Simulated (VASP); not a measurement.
# Ru (P6_3/mmc) in VASP: a series of runs, part 2 of 2

VASP 6.6.1. Earlier steps stand in the parts before.

## (3) Single point, PBE+D3(BJ), non-collinear spin, zero start, spin-orbit coupling (volume scaled by 1.02)

Contents of INCAR:

```
PREC = Accurate
ENCUT = 520
EDIFF = 1E-7
ISMEAR = -1
SIGMA = 0.02
LREAL = False
LASPH = True
NELM = 150
ALGO = Normal
ISIF = 2
LWAVE = False
LCHARG = True
MAGMOM = 0 0 0 0 0 0
LORBIT = 11
LSORBIT = True
GGA_COMPAT = False
LORBMOM = True
LMAXMIX = 4
GGA = PE
IVDW = 12
LVHAR = True
NBANDS = 40
```

Contents of KPOINTS:

```
regular mesh
0
Gamma
  8 8 5
```

Contents of POSCAR:

```
Ru
1.0
    2.7237197275      0.0000000000      0.0000000000
   -1.3618598638      2.3588104769      0.0000000000
    0.0000000000      0.0000000000      4.3102577801
Ru
2
Direct
    0.6666666667      0.3333333333      0.7500000000
    0.3333333333      0.6666666667      0.2500000000
```

Potentials or basis: VASP PAW PBE potentials, release 64 (Ru_pv).

On the command line:

```
cat potpaw_PBE.64/Ru_pv/POTCAR > POTCAR
mpirun -np 1 vasp_ncl > vasp.out
```

Run time: 28 s. Hardware: 1 thread of Intel Xeon 6975P-C (Granite Rapids), shared host; peak memory 0.22 GiB.

Results (log left out):

* Free energy: -19.9940 eV
* Pressure: -9.4 GPa
* Net moment: 0.00 μB per cell
* Valence electrons inside the program's atomic spheres: Ru 12.63
* Dispersion energy per atom: -0.611 eV

Stress tensor (GPa, compression positive):
```
 -9.04   0.00   0.00
  0.00  -9.04   0.00
  0.00   0.00 -10.26
```

Moments on the atoms (μB; x, y, z):
```
Ru  0.00 0.00 0.00
Ru  0.00 0.00 0.00
```

## (4) Single point, PBE+D3(BJ), non-collinear spin, zero start, spin-orbit coupling (volume scaled by 1.04)

Contents of INCAR:

```
SYSTEM = Ru
PREC = Accurate ; ENCUT = 520
EDIFF = 1E-6 ; ISMEAR = -1
SIGMA = 0.02 ; LREAL = .FALSE.
LASPH = .TRUE. ; NELM = 150
ALGO = Normal ; ISIF = 2
LWAVE = .FALSE. ; LCHARG = .FALSE.
MAGMOM = 0 0 0 0 0 0 ; LORBIT = 11
LSORBIT = .TRUE. ; GGA_COMPAT = .FALSE.
LORBMOM = .TRUE. ; LMAXMIX = 4
GGA = PE ; IVDW = 12
NBANDS = 40
```

Contents of KPOINTS:

```
regular mesh
0
G
  8 8 5
  0 0 0
```

Contents of POSCAR:

```
Ru
1.0
    2.7414067149      0.0000000000      0.0000000000
   -1.3707033574      2.3741278572      0.0000000000
    0.0000000000      0.0000000000      4.3382472512
Ru
2
Direct
    0.6666666667      0.3333333333      0.7500000000
    0.3333333333      0.6666666667      0.2500000000
```

On the command line:

```
cat potpaw_PBE.64/Ru_pv/POTCAR > POTCAR
mpirun -np 1 vasp_ncl > vasp.out
```

Run time: 25 s. Hardware: 1 thread of Intel Xeon 6975P-C (Granite Rapids), shared host; peak memory 0.22 GiB.

Results (log left out):

```yaml
Free_energy: -19.9532 eV
Pressure: -14.8 GPa
Net_moment: 0.00 μB per cell
Valence_electrons_inside_the_program's_atomic_spheres: Ru 12.59
Dispersion_energy_per_atom: -0.599 eV
```

Stress tensor (GPa, compression positive):
```
-14.27   0.00   0.00
  0.00 -14.27   0.00
  0.00   0.00 -15.80
```

Moments on the atoms (μB; x, y, z):
```
Ru  0.00 0.00 0.00
Ru  0.00 0.00 0.00
```

## (5) Single point, PBE+D3(BJ), non-collinear spin, zero start, spin-orbit coupling (volume scaled by 1.06)

Contents of INCAR:

```
SYSTEM = Ru
PREC     = Accurate       ! precision mode
ENCUT    = 520            ! plane-wave cutoff, eV
EDIFF    = 1E-6           ! SCF threshold, eV
ISMEAR   = -1             ! smearing method
SIGMA    = 0.02           ! smearing width, eV
LREAL    = .FALSE.        ! projectors in reciprocal space
LASPH    = .TRUE.         ! aspherical terms in the spheres
NELM     = 150            ! most SCF steps
ALGO     = Fast           ! electronic algorithm
ISIF     = 2              ! what is computed and relaxed
LWAVE    = .FALSE.        ! write WAVECAR
LCHARG   = .FALSE.        ! write CHGCAR
LNONCOLLINEAR= .TRUE.         ! non-collinear magnetism
MAGMOM   = 0 0 0 0 0 0    ! initial moments
LORBIT   = 11             ! projections on sites
LSORBIT  = .TRUE.         ! spin-orbit coupling
GGA_COMPAT= .FALSE.      
LORBMOM  = .TRUE.       
LMAXMIX  = 4              ! l up to which the mixer works
GGA      = PE             ! functional
IVDW     = 12             ! dispersion correction
NBANDS   = 40             ! bands
```

KPOINTS is that of step 4.

Contents of POSCAR:

```
Ru
1.0
    2.7588683749      0.0000000000      0.0000000000
   -1.3794341875      2.3892500984      0.0000000000
    0.0000000000      0.0000000000      4.3658801443
Ru
2
Direct
    0.6666666667      0.3333333333      0.7500000000
    0.3333333333      0.6666666667      0.2500000000
```

Potentials or basis: VASP PAW PBE potentials, release 64 (Ru_pv).

On the command line:

```
cat potpaw_PBE.64/Ru_pv/POTCAR > POTCAR
mpirun -np 1 vasp_ncl > vasp.out
```

OUTCAR:

```text
SYSTEM = Ru
   PREC = Accurate
   ENCUT = 520
   EDIFF = 1E-6
   ISMEAR = -1
   LREAL = .FALSE.
   LASPH = .TRUE.
   NELM = 150
   ISIF = 2
   LNONCOLLINEAR = .TRUE.
   LORBIT = 11
   LSORBIT = .TRUE.
   GGA = PE
   IVDW = 12
 IVDW          = 12

 ion  position               nearest neighbor table
   1  0.667  0.333  0.750-   2 2.70   2 2.70   2 2.70   2 2.70   2 2.70   2 2.70
   2  0.333  0.667  0.250-   1 2.70   1 2.70   1 2.70   1 2.70   1 2.70   1 2.70

  LATTYP: Found a hexagonal cell.
 ALAT       =     2.7588683749
 C/A-ratio  =     1.5824894671

  Lattice vectors:

 A1 = (   2.7588683749,   0.0000000000,   0.0000000000)
 A2 = (  -1.3794341875,   2.3892500984,   0.0000000000)
 A3 = (   0.0000000000,   0.0000000000,   4.3658801443)

[... 1335 lines left out ...]
     0.0000000     0.0000000     0.0000000     0.0000000     0.0000000     0.0000000     0.0000000
     0.0000000     0.0000000     0.0000000     0.0000000     0.0000000     0.0000000     0.0000000
     0.0000000     0.0000000     0.0000000     0.0000000     0.0000000     0.0000000     0.0000000
     0.0000000     0.0000000     0.0000000     0.0000000     0.0000000     0.0000000     0.0000000
     0.0000000     0.0000000     0.0000000     0.0000000     0.0000000     0.0000000     0.0000000
     0.0000000     0.0000000     0.0000000     0.0000000     0.0000000     0.0000000     0.0000000
     0.0000000     0.0000000     0.0000000     0.0000000     0.0000000     0.0000000     0.0000000

 total charge

# of ion       s       p       d       tot
------------------------------------------
    1        0.383   6.280   5.894  12.556
    2        0.383   6.280   5.894  12.556
--------------------------------------------------
tot          0.765  12.561  11.787  25.113

 magnetization (x)

# of ion       s       p       d       tot
------------------------------------------
    1        0.000   0.000   0.000   0.000
    2        0.000   0.000   0.000   0.000
--------------------------------------------------
tot          0.000   0.000   0.000   0.000

 magnetization (y)

# of ion       s       p       d       tot
------------------------------------------
    1        0.000   0.000   0.000   0.000
    2        0.000   0.000   0.000   0.000
--------------------------------------------------
tot          0.000   0.000   0.000   0.000

 magnetization (z)

# of ion       s       p       d       tot
------------------------------------------
    1        0.000   0.000   0.000   0.000
    2        0.000   0.000   0.000   0.000
--------------------------------------------------
tot          0.000   0.000   0.000   0.000
```

stdout:

```text
POSCAR found type information on POSCAR Ru
 POSCAR found :  1 types and       2 ions
 scaLAPACK will be used
 LDA part: xc-table for (Slater+PW92), standard interpolation
 POSCAR, INCAR and KPOINTS ok, starting setup
 FFT: planning ... GRIDC
 FFT: planning ... GRID_SOFT
 FFT: planning ... GRID
 WAVECAR not read
 entering main loop
```

It took 33 s on 1 thread of Intel Xeon 6975P-C (Granite Rapids), shared host; peak memory 0.25 GiB.

What came out:

```yaml
Free_energy: -19.8953 eV
Pressure: -19.5 GPa
Net_moment: 0.00 μB per cell
Valence_electrons_inside_the_program's_atomic_spheres: Ru 12.56
Dispersion_energy_per_atom: -0.587 eV
```

Stress tensor (GPa, compression positive):
```
-18.89   0.00   0.00
  0.00 -18.89   0.00
  0.00   0.00 -20.69
```

Moments on the atoms (μB; x, y, z):
```
Ru  0.00 0.00 0.00
Ru  0.00 0.00 0.00
```

## (6) Summary

```csv
cell,pressure (GPa),moment (μB)
"a = 2.706, b = 2.706, c = 4.282 Å, angles 90.0, 90.0, 120.0°, 2 atoms",-3.4,0.00
"a = 2.724, b = 2.724, c = 4.310 Å, angles 90.0, 90.0, 120.0°, 2 atoms",-9.4,0.00
"a = 2.741, b = 2.741, c = 4.338 Å, angles 90.0, 90.0, 120.0°, 2 atoms",-14.8,0.00
"a = 2.759, b = 2.759, c = 4.366 Å, angles 90.0, 90.0, 120.0°, 2 atoms",-19.5,0.00
```

Alike in all rows: task single point; level PBE+D3(BJ); potentials or basis VASP PAW PBE potentials, release 64 (Ru_pv); spin non-collinear, zero start, SOC; k mesh 8 × 8 × 5; cutoff (eV) 520; smearing fermi-dirac 0.02 eV.

Total energies depend on the potentials used, so only differences within one code and one set of settings carry meaning.
